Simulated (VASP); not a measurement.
Crystal: SnC2.

```
CELL_PARAMETERS angstrom
4.51944 0.00000 0.00000
0.00000 4.51944 0.00000
0.00000 0.00000 4.51944
ATOMIC_POSITIONS crystal
Sn 0.00000 0.00000 0.00000
Sn 0.50000 0.50000 0.50000
C 0.25000 0.25000 0.25000
C 0.25000 0.75000 0.75000
C 0.75000 0.75000 0.25000
C 0.75000 0.25000 0.75000
```

| Property | Result |
| --- | --- |
| Program | VASP 6.6.1 |
| Task | relaxation of cell and atoms |
| Functional | PBE |
| Potentials or basis | VASP PAW PBE potentials, release 64 (Sn_d, C) |
| Cutoff | 600 eV |
| k mesh | 4 × 4 × 4 |
| Occupations | gaussian, width 0.1 eV |
| Spin | no spin polarisation |

At the start: pressure 26.9 GPa; volume 15.39 Å³/atom.

**Question.** How do energy, volume and symmetry change on relaxing?

**Answer.** Over 3 steps the energy falls by 228.5 meV/atom and the volume is 18.65 Å³/atom (+21.2 %); space group Pn-3m (No. 224, to 0.05 Å).

The path:
```tsv
step	energy change (eV)	largest force (eV/Å)	pressure (GPa)	volume (Å³)
1	0.0000	0.0000	26.89	92.31
2	-0.6543	0.0000	-9.69	131.28
3	-1.3709	0.0000	-0.22	111.91
```

Final structure:
```cif
data_structure
_symmetry_space_group_name_H-M 'P 1'
_symmetry_Int_Tables_number 1
_cell_length_a 4.8190
_cell_length_b 4.8190
_cell_length_c 4.8190
_cell_angle_alpha 90.000
_cell_angle_beta 90.000
_cell_angle_gamma 90.000
_cell_volume 111.91
loop_
_atom_site_label
_atom_site_type_symbol
_atom_site_fract_x
_atom_site_fract_y
_atom_site_fract_z
_atom_site_occupancy
Sn1 Sn 0.00000 0.00000 0.00000 1
Sn2 Sn 0.50000 0.50000 0.50000 1
C1 C 0.25000 0.25000 0.25000 1
C2 C 0.25000 0.75000 0.75000 1
C3 C 0.75000 0.75000 0.25000 1
C4 C 0.75000 0.25000 0.75000 1
```

Caveat: the volume moved by over 15 % at a fixed basis, so the end points are rough.
